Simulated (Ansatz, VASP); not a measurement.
## One calculation of AlN, two programs

```
Al N
1.0
     0.00000    2.01245    2.01245
     2.01245    0.00000    2.01245
     2.01245    2.01245    0.00000
Al N
1 1
Direct
  0.00000 0.00000 0.00000
  0.50000 0.50000 0.50000
```

Alike in both runs: task single point; functional r2SCAN; dispersion D4; k mesh 10 × 10 × 10; occupations gaussian, width 0.05 eV; no spin polarisation.

```csv
,VASP,Ansatz
version,VASP 6.6.1,Ansatz 0.2.0
potentials or method,"VASP PAW PBE potentials, release 64 (Al, N), cutoff 520 eV","scalar-relativistic, plane waves, PAW"
valence electrons in the cell,8,8
```

```csv
,VASP,Ansatz,Ansatz less VASP
gap on the k mesh at the Fermi level (eV),5.62,5.62,-0.004
least direct gap on the mesh (eV),6.72,6.67,-0.049
pressure (GPa),-0.7,0.2,+0.88
```

VASP's potentials were made for PBE, not for r2SCAN.
